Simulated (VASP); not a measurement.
# Si3C in VASP: further runs

Si3C is run at these levels: PBE; tasks: single point.

Program: VASP 6.6.1. These are calculated values, not measurements. Logs are shortened: lines on timing, memory, paths and dates and some standing lists are left out, and cuts for length are marked.

**1. The cell of the first run**

The structure is trigonal, space group R3m (No. 160). The conventional cell has a = 3.379 Å, b = 3.379 Å, c = 17.844 Å, α = 90.00°, β = 90.00°, γ = 120.00°. Within 2.5 Å of C (site symmetry 3m) lie 4 Si at 1.92 to 2.03 Å. Si (site symmetry 3m) has 4 Si at 2.25 to 2.35 Å within 3.0 Å. Within 2.5 Å of Si (site symmetry 3m) lie 1 C at 1.92 Å and 3 Si at 2.25 Å. Si (site symmetry 3m) has 3 C at 2.03 Å and 1 Si at 2.35 Å within 2.7 Å.

**2. Single point, PBE**

INCAR reads:

```
SYSTEM = Si3C
  PREC = Accurate
  ENCUT = 600
  EDIFF = 1E-6
  ISMEAR = 0
  SIGMA = 0.1
  LREAL = .FALSE.
  LASPH = .TRUE.
  NELM = 120
  ALGO = Normal
  ISIF = 2
  LWAVE = .FALSE.
  LCHARG = .TRUE.
  GGA = PE
  LELF = .TRUE.
  LVHAR = .TRUE.
  NBANDS = 16
  GGA_COMPAT = .FALSE.
```

KPOINTS reads:

```
regular mesh
0
G
  6 6 6
  0 0 0
```

POSCAR reads:

```
Si3C
1.0
    0.0000000000     -2.3892064847     -2.3892064847
   -2.3892064847      0.0000000000     -2.3892064847
    2.6376436874      2.6376436874     -5.0268501721
C Si
1 3
Direct
    0.5007643509      0.5007643509      0.4977069474
    0.0046578044      0.0046578044     -0.0139734132
    0.6080879589      0.6080879589      0.1757361232
    0.1364898858      0.1364898858      0.5905303426
```

Potentials or basis: VASP PAW PBE potentials, release 64 (C, Si).

Started as:

```console
> cat potpaw_PBE.64/C/POTCAR potpaw_PBE.64/Si/POTCAR > POTCAR
> mpirun -np 1 vasp_std > vasp.out
```

OUTCAR:

```text
SYSTEM = Si3C
   PREC = Accurate
   ENCUT = 600
   EDIFF = 1E-6
   ISMEAR = 0
   LREAL = .FALSE.
   LASPH = .TRUE.
   NELM = 120
   ISIF = 2
   GGA = PE

 ion  position               nearest neighbor table
   1  0.501  0.501  0.498-   3 1.92   4 2.03   4 2.03   4 2.03
   2  0.005  0.005  0.986-   3 2.25   3 2.25   3 2.25   4 2.35
   3  0.608  0.608  0.176-   1 1.92   2 2.25   2 2.25   2 2.25   4 3.15   4 3.15   4 3.15
   4  0.136  0.136  0.591-   1 2.03   1 2.03   1 2.03   2 2.35   3 3.15   3 3.15   3 3.15

  LATTYP: Found a trigonal (rhomboedric) cell.
 ALAT       =     6.2596765968
 COS(alpha) =     0.8543187775

  Lattice vectors:

 A1 = (   2.6376436874,   5.0268501721,  -2.6376436874)
 A2 = (   5.0268501721,   2.6376436874,  -2.6376436874)
 A3 = (   2.6376436874,   2.6376436874,  -5.0268501721)

Analysis of symmetry for initial positions (statically):
=====================================================================
 Subroutine PRICEL returns:
 Original cell was already a primitive cell.

 Routine SETGRP: Setting up the symmetry group for a
 trigonal (rhombohedral) supercell.

 Subroutine GETGRP returns: Found  6 space group operations
 (whereof  6 operations were pure point group operations)
 out of a pool of 12 trial point group operations.

The static configuration has the point symmetry C_3v.

Analysis of symmetry for dynamics (positions and initial velocities):
=====================================================================
 Subroutine PRICEL returns:
 Original cell was already a primitive cell.

 Routine SETGRP: Setting up the symmetry group for a
 trigonal (rhombohedral) supercell.

 Subroutine GETGRP returns: Found  6 space group operations
 (whereof  6 operations were pure point group operations)
 out of a pool of 12 trial point group operations.

The dynamic configuration has the point symmetry C_3v.

 Subroutine INISYM returns: Found  6 space group operations
 (whereof  6 operations are pure point group operations),
 and found     1 'primitive' translations

----------------------------------------------------------------------------------------

                                     Primitive cell

  volume of cell :      58.8078

  direct lattice vectors                    reciprocal lattice vectors
     0.000000000 -2.389206485 -2.389206485     0.107160591 -0.311388416 -0.107160591
    -2.389206485  0.000000000 -2.389206485    -0.311388416  0.107160591 -0.107160591
     2.637643687  2.637643687 -5.026850172     0.097067234  0.097067234 -0.097067234

  length of vectors
     3.378848214  3.378848214  6.259676597     0.346308432  0.346308432  0.168125382

  position of ions in fractional coordinates (direct lattice)
     0.500764351  0.500764351  0.497706947
     0.004657804  0.004657804  0.986026587
     0.608087959  0.608087959  0.175736123
     0.136489886  0.136489886  0.590530343

  ion indices of the primitive-cell ions
   primitive index   ion index
                 1           1
                 2           2
                 3           3
                 4           4

----------------------------------------------------------------------------------------

 KPOINTS: regular mesh

Automatic generation of k-mesh.
 Grid dimensions read from file:
 generate k-points for:    6    6    6

 Generating k-lattice:

  Cartesian coordinates                     Fractional coordinates (reciprocal lattice)
     0.017860098 -0.051898069 -0.017860098     0.166666667  0.000000000  0.000000000
    -0.051898069  0.017860098 -0.017860098     0.000000000  0.166666667  0.000000000
     0.016177872  0.016177872 -0.016177872     0.000000000  0.000000000  0.166666667

  Length of vectors
     0.057718072  0.057718072  0.028020897

  Shift w.r.t. Gamma in fractional coordinates (k-lattice)
     0.000000000  0.000000000  0.000000000

 Subroutine IBZKPT returns following result:
 ===========================================

 Found     32 irreducible k-points:

 Following reciprocal coordinates:
            Coordinates               Weight
  0.000000  0.000000  0.000000      1.000000
  0.166667  0.000000  0.000000      6.000000
  0.333333  0.000000 -0.000000      6.000000
  0.500000  0.000000 -0.000000      3.000000
  0.166667  0.166667 -0.000000      6.000000
  0.333333  0.166667  0.000000     12.000000
[... 16 lines left out ...]
 -0.166667  0.500000  0.166667     12.000000
 -0.333333 -0.333333  0.166667      6.000000
 [... further k-points ...]
   k-points           NKPTS =     32   k-points in BZ     NKDIM =     32   number of bands    NBANDS=     16
   number of dos      NEDOS =    301   number of ions     NIONS =      4
   total plane-waves  NPLWV =  39200
   dimension x,y,z NGX =    28 NGY =   28 NGZ =   50
   dimension x,y,z NGXF=    56 NGYF=   56 NGZF=  100
   ions per type =               1   3
   NGX,Y,Z   is equivalent  to a cutoff of  13.78, 13.78, 13.28 a.u.
   NGXF,Y,Z  is equivalent  to a cutoff of  27.55, 27.55, 26.56 a.u.
 SYSTEM =  Si3C
   PREC   = accura    normal or accurate (medium, high low for compatibility)
   ISTART =      0    job   : 0-new  1-cont  2-samecut
   ICHARG =      2    charge: 1-file 2-atom 10-const
   ISPIN  =      1    spin polarized calculation?
   LNONCOLLINEAR =      F non collinear calculations
   LSORBIT =      F    spin-orbit coupling
   LASPH  =      T    aspherical Exc in radial PAW
   ENCUT  =  600.0 eV  44.10 Ry    6.64 a.u.   6.75  6.75 12.50*2*pi/ulx,y,z
   NELM   =    120;   NELMIN=  2; NELMDL= -5     # of ELM steps
   EDIFF  = 0.1E-05   stopping-criterion for ELM
   LREAL  =      F    real-space projection
   EDIFFG = 0.1E-04   stopping-criterion for IOM
   NSW    =      0    number of steps for IOM
   IBRION =     -1    ionic relax: 0-MD 1-quasi-New 2-CG
   NFREE  =      0    steps in history (QN), initial steepest desc. (CG)
   ISIF   =      2    stress and relaxation
   ISYM   =      2    0-nonsym 1-usesym 2-fastsym
   POTIM  = 0.5000    time-step for ionic-motion
   TEBEG  =    0.0;   TEEND  =   0.0 temperature during run
   PSTRESS=    0.0 pullay stress
   NELECT =      16.0000    total number of electrons
   NUPDOWN=      -1.0000    fix difference up-down
   EMIN   =  10.00;   EMAX   =-10.00  energy-range for DOS
   EFERMI =   0.00;   METHOD = LEGACY
   ISMEAR =     0;   SIGMA  =   0.10  broadening in eV -4-tet -1-fermi 0-gaus
   EFERMI_NEDOS =   21; number of points for ismear=-14 and -15
   IALGO  =     38    algorithm
   IMIX   =      4    mixing-type and parameters
     AMIX     =   0.40;   BMIX     =  1.00
     AMIX_MAG =   1.60;   BMIX_MAG =  1.00
  volume/ion in A,a.u.               =      14.70        99.21
  Fermi-wavevector in a.u.,A,eV,Ry     =   1.060808  2.004636 15.310807  1.125313
  Thomas-Fermi vector in A             =   2.196202
   LORBIT       =      0    0 simple, 1 ext, 2 COOP (PROOUT), +10 PAW based schemes
   GGA     = PE    functional components
   LHFCALC =     F    Hartree Fock is set to
   AEXX    =    0.0000 exact exchange contribution
   IVDW    =     0    specifies the selected vdW correction
   LEPSILON=     F    determine dielectric tensor
   LRPA    =     F    only Hartree local field effects (RPA)
 non-spin polarized calculation
 Gauss-broadening in eV      SIGMA  =   0.10
  energy-cutoff  :      600.00
  volume of cell :       58.81
 maximum number of plane-waves:      1984
   NGX = 13   NGY = 13   NGZ = 25

 number of electron      16.0000000 magnetization

 Free energy of the ion-electron system (eV)
  ---------------------------------------------------
  ext. energy  EPLUGINS =         0.00000000
  ---------------------------------------------------
  free energy    TOTEN  =       -24.23199920 eV

  energy without entropy =      -24.22414158  energy(sigma->0) =      -24.22807039

 E-fermi :   8.0766     XC(G=0): -10.3472

 val. band max:        8.0099509331   @ k =  -0.3333   0.5000   0.1667
 cond. band min:       8.0845271320   @ k =  -0.1667  -0.1667   0.3333
 fundamental gap:      0.0745761989
 Fermi energy:         8.0765784305

 k-point     1 :       0.0000    0.0000    0.0000
  band No.  band energies     occupation
      1      -7.1487      2.00000
      2      -3.6811      2.00000
      3      -1.1015      2.00000
      4       4.9466      2.00000
      5       4.9466      2.00000
      6       6.2491      2.00000
[... 8 lines left out ...]
     15      13.9416      0.00000
     16      15.5530      0.00000

 k-point     2 :       0.1667    0.0000    0.0000
  band No.  band energies     occupation
      1      -6.7688      2.00000
      2      -3.3116      2.00000
      3      -0.7338      2.00000
      4       3.1461      2.00000
      5       4.5176      2.00000
      6       5.8742      2.00000
[... 8 lines left out ...]
     15      14.5973      0.00000
     16      15.7440      0.00000

 k-point     3 :       0.3333    0.0000   -0.0000
  band No.  band energies     occupation
      1      -5.7267      2.00000
      2      -2.3335      2.00000
      3      -0.3670      2.00000
      4       1.4262      2.00000
      5       3.1781      2.00000
      6       3.8521      2.00000
[... 8 lines left out ...]
     15      15.1367      0.00000
     16      15.3451      0.00000

 k-point     4 :       0.5000    0.0000   -0.0000
  band No.  band energies     occupation
      1      -4.8148      2.00000
      2      -2.1818      2.00000
      3      -0.2706      2.00000
      4       0.9211      2.00000
      5       2.6345      2.00000
      6       3.2706      2.00000
[... 8 lines left out ...]
     15      14.9003      0.00000
     16      15.0188      0.00000
[... 324 lines left out ...]
 k-point    22 :      -0.3333    0.5000    0.1667
  band No.  band energies     occupation
      1      -4.8634      2.00000
      2      -1.8610      2.00000
      3      -0.7423      2.00000
      4       0.9331      2.00000
      5       2.5549      2.00000
      6       3.6290      2.00000
[... 8 lines left out ...]
     15      15.4631      0.00000
     16      17.3395      0.00000

 k-point    23 :      -0.1667    0.5000    0.1667
  band No.  band energies     occupation
      1      -4.8644      2.00000
      2      -1.9760      2.00000
      3      -0.6307      2.00000
      4       1.3182      2.00000
      5       2.5729      2.00000
      6       3.3442      2.00000
[... 8 lines left out ...]
     15      14.7475      0.00000
     16      16.4786      0.00000

 k-point    24 :      -0.3333   -0.3333    0.1667
  band No.  band energies     occupation
      1      -5.6102      2.00000
      2      -2.8967      2.00000
      3      -0.0221      2.00000
      4       1.7980      2.00000
      5       3.4920      2.00000
      6       3.7772      2.00000
[... 8 lines left out ...]
     15      16.3542      0.00000
     16      16.8306      0.00000

 [... further k-points ...]

------------------------ aborting loop because EDIFF is reached ----------------------------------------

  FORCE on cell =-STRESS in cart. coord.  units (eV):
  Direction    XX          YY          ZZ          XY          YZ          ZX
  --------------------------------------------------------------------------------------
  -------------------------------------------------------------------------------------
  Total       -0.0554896     -0.0554896     -0.0554896      0.0051520     -0.0051520     -0.0051520
  in kB       -1.5117766     -1.5117766     -1.5117766      0.1403632     -0.1403632     -0.1403632
  external PRESSURE =      -1.5117766 kB  Pullay stress =       0.0000000 kB

 VOLUME and BASIS-vectors are now :
 -----------------------------------------------------------------------------
  energy-cutoff  :      600.00
  volume of cell :       58.81
      direct lattice vectors                 reciprocal lattice vectors
     0.000000000 -2.389206485 -2.389206485     0.107160591 -0.311388416 -0.107160591
    -2.389206485  0.000000000 -2.389206485    -0.311388416  0.107160591 -0.107160591
     2.637643687  2.637643687 -5.026850172     0.097067234  0.097067234 -0.097067234

 POSITION                                       TOTAL-FORCE (eV/Angst)
 -----------------------------------------------------------------------------------
      0.11634      0.11634     -4.89476        -0.009514     -0.009514      0.009514
      2.58966      2.58966     -4.97886        -0.019882     -0.019882      0.019882
     -0.98932     -0.98932     -3.78909         0.011457      0.011457     -0.011457
      1.23151      1.23151     -3.62071         0.017939      0.017939     -0.017939
 -----------------------------------------------------------------------------------
    total drift:                                0.000076      0.000076     -0.000077

  FREE ENERGIE OF THE ION-ELECTRON SYSTEM (eV)
  ---------------------------------------------------
  free  energy   TOTEN  =       -24.2319991998 eV

  energy  without entropy=      -24.2241415779  energy(sigma->0) =      -24.22807039
```

Run time: 60 s. Hardware: 1 thread of Intel Xeon 8259CL, shared host; peak memory 0.19 GiB.

Results:

```
Free energy            : -24.2320 eV
Pressure               : -0.2 GPa
Largest force          : 0.034 eV/Å
Band gap on the k mesh : zero (bands 8 and 9 overlap by 1.62 eV)
```

Forces in eV/Å, atoms in the order of the input:
```
C   -0.010 -0.010  0.010
Si  -0.020 -0.020  0.020
Si   0.011  0.011 -0.011
Si   0.018  0.018 -0.018
```

Levels at points of the mesh, in eV from the Fermi level:
```csv
k point,band 4,band 5,band 6,band 7,band 8,band 9,band 10,band 11,band 12,band 13
"(0.00, 0.00, 0.00)",-3.13,-3.13,-1.83,0.08,0.90,0.90,2.39,3.41,3.41,4.12
"(0.50, 0.00, 0.00)",-7.16,-5.44,-4.81,-4.50,-1.60,0.72,1.83,2.51,4.68,5.01
"(0.50, 0.50, 0.00)",-8.27,-4.63,-4.59,-2.58,-1.18,-0.72,0.60,1.70,3.34,3.64
"(0.00, 0.00, 0.50)",-5.36,-3.12,-3.12,0.64,0.64,1.16,2.62,3.84,3.84,4.79
```

Caveat: the k points lie up to 0.36 Å⁻¹ apart, too coarse for converged energies and pressures of a metal.

[end of part 1 of 2]

The gap in the log of VASP goes by the Fermi energy; the results here count the filled bands.